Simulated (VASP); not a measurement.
# SiC (Moissanite) (P6_3mc) in VASP: vibrations by perturbation theory with PBE

Aim: the vibrations by perturbation theory of SiC (Moissanite) with PBE.

All numbers are computed with VASP 6.6.1; they aren't measurements. Logs are shortened: lines on timing, memory, paths and dates and some standing lists are left out, and cuts for length are marked.

### 1 The cell of the first run

The structure is hexagonal, space group P6_3mc (No. 186). The conventional cell has a = 3.076 Å, b = 3.076 Å, c = 5.048 Å, α = 90.00°, β = 90.00°, γ = 120.00°. Within 2.5 Å of Si (site symmetry 3m) lie 4 C at 1.87 to 1.94 Å. Within 2.5 Å of C (site symmetry 3m) lie 4 Si at 1.87 to 1.94 Å.

### 2 Vibrations by perturbation theory, PBE

INCAR reads:

```
  PREC = Accurate
  ENCUT = 520
  EDIFF = 1E-8
  ISMEAR = 0
  SIGMA = 0.01
  LREAL = False
  LASPH = True
  NELM = 100
  ALGO = Normal
  ISIF = 2
  LWAVE = False
  LCHARG = False
  GGA = PE
  IBRION = 8
  NSW = 1
```

KPOINTS reads:

```
regular mesh
0
Gamma
  7 7 4
```

POSCAR reads:

```
SiC
1.0
    3.0760000000      0.0000000000      0.0000000000
   -1.5380000000      2.6638940000      0.0000000000
    0.0000000000      0.0000000000      5.0480000000
Si C
2 2
Direct
    0.3333333333      0.6666666667      0.0000000000
    0.6666666667      0.3333333333      0.5000000000
    0.3333333333      0.6666666667      0.3850000000
    0.6666666667      0.3333333333      0.8850000000
```

Potentials or basis: VASP PAW PBE potentials, release 64 (Si, C).

On the command line:

```bash
$ cat potpaw_PBE.64/Si/POTCAR potpaw_PBE.64/C/POTCAR > POTCAR
$ mpirun -np 1 vasp_std > vasp.out
```

OUTCAR:

```text
PREC = Accurate
   ENCUT = 520
   EDIFF = 1E-8
   ISMEAR = 0
   LREAL = False
   LASPH = True
   NELM = 100
   ISIF = 2
   GGA = PE
   IBRION = 8
   NSW = 1

 ion  position               nearest neighbor table
   1  0.333  0.667  0.000-   4 1.87   4 1.87   4 1.87   3 1.94   2 3.09   2 3.09   2 3.09   2 3.09
                             2 3.09   2 3.09
   2  0.667  0.333  0.500-   3 1.87   3 1.87   3 1.87   4 1.94   1 3.09   1 3.09   1 3.09   1 3.09
                             1 3.09   1 3.09
   3  0.333  0.667  0.385-   2 1.87   2 1.87   2 1.87   1 1.94
   4  0.667  0.333  0.885-   1 1.87   1 1.87   1 1.87   2 1.94

  LATTYP: Found a hexagonal cell.
 ALAT       =     3.0760000000
 C/A-ratio  =     1.6410923277

  Lattice vectors:

 A1 = (   3.0760000000,   0.0000000000,   0.0000000000)
 A2 = (  -1.5380000000,   2.6638940000,   0.0000000000)
 A3 = (   0.0000000000,   0.0000000000,   5.0480000000)

Analysis of symmetry for initial positions (statically):
=====================================================================
 Subroutine PRICEL returns:
 Original cell was already a primitive cell.

 Routine SETGRP: Setting up the symmetry group for a
 hexagonal supercell.

 Subroutine GETGRP returns: Found 12 space group operations
 (whereof  6 operations were pure point group operations)
 out of a pool of 24 trial point group operations.

The static configuration has the point symmetry C_3v.
 The point group associated with its full space group is C_6v.

Analysis of symmetry for dynamics (positions and initial velocities):
=====================================================================
 Subroutine PRICEL returns:
 Original cell was already a primitive cell.

 Routine SETGRP: Setting up the symmetry group for a
 hexagonal supercell.

 Subroutine GETGRP returns: Found 12 space group operations
 (whereof  6 operations were pure point group operations)
 out of a pool of 24 trial point group operations.

The dynamic configuration has the point symmetry C_3v.
 The point group associated with its full space group is C_6v.

 Subroutine INISYM returns: Found 12 space group operations
 (whereof  6 operations are pure point group operations),
 and found     1 'primitive' translations

----------------------------------------------------------------------------------------

                                     Primitive cell

  volume of cell :      41.3640

  direct lattice vectors                    reciprocal lattice vectors
     3.076000000  0.000000000  0.000000000     0.325097529  0.187695156  0.000000000
    -1.538000000  2.663894000  0.000000000     0.000000000  0.375390312  0.000000000
     0.000000000  0.000000000  5.048000000     0.000000000  0.000000000  0.198098257

  length of vectors
     3.076000000  3.075999877  5.048000000     0.375390297  0.375390312  0.198098257

  position of ions in fractional coordinates (direct lattice)
     0.333333333  0.666666667  0.000000000
     0.666666667  0.333333333  0.500000000
     0.333333333  0.666666667  0.385000000
     0.666666667  0.333333333  0.885000000

  ion indices of the primitive-cell ions
   primitive index   ion index
                 1           1
[... 138 lines left out ...]
      5       6.8545      2.00000
      6       8.1352      2.00000
      7       8.1352      2.00000
      8       8.4107      2.00000
      9      13.0351      0.00000
     10      14.4364      0.00000
     11      14.9153      0.00000
     12      14.9153      0.00000
[... 333 lines left out ...]
      1      -2.7931      2.00000
      2      -2.7931      2.00000
      3       0.6332      2.00000
      4       0.6332      2.00000
      5       2.9581      2.00000
      6       2.9581      2.00000
      7       6.5534      2.00000
      8       6.5534      2.00000
      9      13.0792      0.00000
     10      13.0792      0.00000
     11      14.7343      0.00000
     12      14.7343      0.00000

------------------------ aborting loop because EDIFF is reached ----------------------------------------

  FORCE on cell =-STRESS in cart. coord.  units (eV):
  Direction    XX          YY          ZZ          XY          YZ          ZX
  --------------------------------------------------------------------------------------
  -------------------------------------------------------------------------------------
  Total        1.3613180      1.3613179      0.0948083      0.0000000      0.0000000      0.0000000
  in kB       52.7287603     52.7287546      3.6722669      0.0000000      0.0000000      0.0000000
  external PRESSURE =      36.3765939 kB  Pullay stress =       0.0000000 kB

 VOLUME and BASIS-vectors are now :
 -----------------------------------------------------------------------------
  energy-cutoff  :      520.00
  volume of cell :       41.36
      direct lattice vectors                 reciprocal lattice vectors
     3.076000000  0.000000000  0.000000000     0.325097529  0.187695156  0.000000000
    -1.538000000  2.663894000  0.000000000     0.000000000  0.375390312  0.000000000
     0.000000000  0.000000000  5.048000000     0.000000000  0.000000000  0.198098257

 POSITION                                       TOTAL-FORCE (eV/Angst)
 -----------------------------------------------------------------------------------
     -0.00000      1.77593      0.00000        -0.000000     -0.000000      0.749173
      1.53800      0.88796      2.52400        -0.000000      0.000000      0.749173
     -0.00000      1.77593      1.94348        -0.000000      0.000000     -0.749173
      1.53800      0.88796      4.46748         0.000000      0.000000     -0.749173
 -----------------------------------------------------------------------------------
    total drift:                                0.000000      0.000000     -0.000130

  FREE ENERGIE OF THE ION-ELECTRON SYSTEM (eV)
  ---------------------------------------------------
  free  energy   TOTEN  =       -30.0645773832 eV

  energy  without entropy=      -30.0645773832  energy(sigma->0) =      -30.06457738

[... ionic steps 2 to 9 ...]

--------------------------------------- Ionic step       10  -------------------------------------------

------------------------ aborting loop because EDIFF is reached ----------------------------------------

[... ionic steps 11 to 11 ...]

--------------------------------------- Ionic step       12  -------------------------------------------

 Free energy of the ion-electron system (eV)
  ---------------------------------------------------
  ---------------------------------------------------
  free energy    TOTEN  =        -0.13529799 eV

  energy without entropy =       -0.13529799

------------------------ aborting loop because EDIFF is reached ----------------------------------------

 INTERNAL STRAIN TENSOR  FOR ION    3  DIRECTION 3   (eV/Angst):
 -----------------------------------------------------------------------------
     5.29980 -0.00000  0.00000
     0.00000  5.29980  0.00000
     0.00000 -0.00000 -6.68230

 INTERNAL STRAIN TENSOR FOR ION    4 for displacements in x,y,z  (eV/Angst):
          X           Y           Z          XY          YZ          ZX
  --------------------------------------------------------------------------------
  x     0.00000     0.00000     0.00000    11.06358    -0.00000     5.58096
  y    11.06358   -11.06357     0.00000     0.00000     5.73303     0.00000
  z     5.29980     5.29980    -6.68230     0.00000    -0.00000     0.00000

 SECOND DERIVATIVES (NOT SYMMETRIZED)
 ------------------------------------
               1X          1Y          1Z          2X          2Y          2Z          3X          3Y          3Z          4X          4Y          4Z
  1X   -21.801807   -0.000000    0.000000    0.576750   -0.000000    0.000000    2.200129    0.000000    0.000000   19.024927    0.000000   -0.000000
  1Y    -0.000000  -21.801804    0.000000   -0.000000    0.576750    0.000000   -0.000000    2.200129    0.000000    0.000000   19.024925    0.000000
  1Z     0.000000    0.000000  -23.429927    0.000000    0.000000    8.943211    0.000000    0.000000    6.135277    0.000000   -0.000000    8.351439
  2X     0.576750    0.000000    0.000000  -21.801807    0.000000    0.000000   19.024927    0.000000    0.000000    2.200129    0.000000   -0.000000
  2Y     0.000000    0.576750    0.000000    0.000000  -21.801804   -0.000000    0.000000   19.024925    0.000000   -0.000000    2.200129   -0.000000
  2Z     0.000000    0.000000    8.943211   -0.000000   -0.000000  -23.429927    0.000000    0.000000    8.351439    0.000000   -0.000000    6.135277
  3X     2.199388    0.000000   -0.000000   19.023814    0.000000    0.000000  -21.323762   -0.000000    0.000000    0.100560   -0.000000    0.000000
  3Y     0.000000    2.199388    0.000000   -0.000000   19.023812    0.000000   -0.000000  -21.323760    0.000000   -0.000000    0.100560    0.000000
  3Z     0.000000    0.000000    6.073734    0.000000    0.000000    8.407932    0.000000    0.000000  -20.856851    0.000000    0.000000    6.375185
  4X    19.023814    0.000000    0.000000    2.199388    0.000000    0.000000    0.100560   -0.000000    0.000000  -21.323762    0.000000    0.000000
  4Y     0.000000   19.023812    0.000000   -0.000000    2.199388   -0.000000   -0.000000    0.100560    0.000000    0.000000  -21.323760   -0.000000
  4Z     0.000000    0.000000    8.407932    0.000000   -0.000000    6.073734    0.000000    0.000000    6.375185    0.000000    0.000000  -20.856851

 Eigenvectors and eigenvalues of the dynamical matrix
 ----------------------------------------------------

   1 f  =   24.830507 THz   156.014678 2PiTHz  828.256569 cm-1   102.690680 meV
             X         Y         Z           dx          dy          dz
     -0.000000  1.775929  0.000000     0.387024    0.000000    0.000000
      1.538000  0.887965  2.524000     0.387024    0.000000   -0.000000
     -0.000000  1.775929  1.943480    -0.591788   -0.000000    0.000000
      1.538000  0.887965  4.467480    -0.591788   -0.000000   -0.000000
[... 71 lines left out ...]
  12 f/i=    0.001638 THz     0.010292 2PiTHz    0.054638 cm-1     0.006774 meV
             X         Y         Z           dx          dy          dz
     -0.000000  1.775929  0.000000    -0.000000    0.000000    0.591765
      1.538000  0.887965  2.524000    -0.000000    0.000000    0.591765
     -0.000000  1.775929  1.943480    -0.000000    0.000000    0.387059
      1.538000  0.887965  4.467480    -0.000000    0.000000    0.387059

--------------------------------------------------------------------------------------------------------

 ELASTIC MODULI CONTR FROM IONIC RELAXATION (kBar)
 Direction    XX          YY          ZZ          XY          YZ          ZX
 --------------------------------------------------------------------------------
 XX        -592.9775    292.2180    189.6475      0.0000      0.0000      0.0000
 YY         292.2180   -592.9774    189.6475     -0.0000     -0.0000     -0.0000
 ZZ         189.6475    189.6475   -239.1689      0.0000     -0.0000     -0.0000
 XY           0.0000     -0.0000      0.0000   -442.5977      0.0000     -0.0000
 YZ           0.0000     -0.0000     -0.0000      0.0000   -104.1869     -0.0000
 ZX           0.0000     -0.0000     -0.0000     -0.0000     -0.0000   -113.0739
 --------------------------------------------------------------------------------
```

It took 74 s on 1 thread of Intel Xeon 6975P-C (Granite Rapids), shared host; peak memory 0.26 GiB.

What came out:

```yaml
Highest_phonon_frequency_at_Γ_LO-TO_splitting_left_out: 828 cm⁻¹
```

Phonon frequencies in cm⁻¹ (negative: imaginary):
```csv
q point,frequencies
"(0.000, 0.000, 0.000)",0 0 0 261 261 557 684 788 796 796 828 828
```

Caveat: the cell wasn't relaxed at this level first, which shifts response properties.
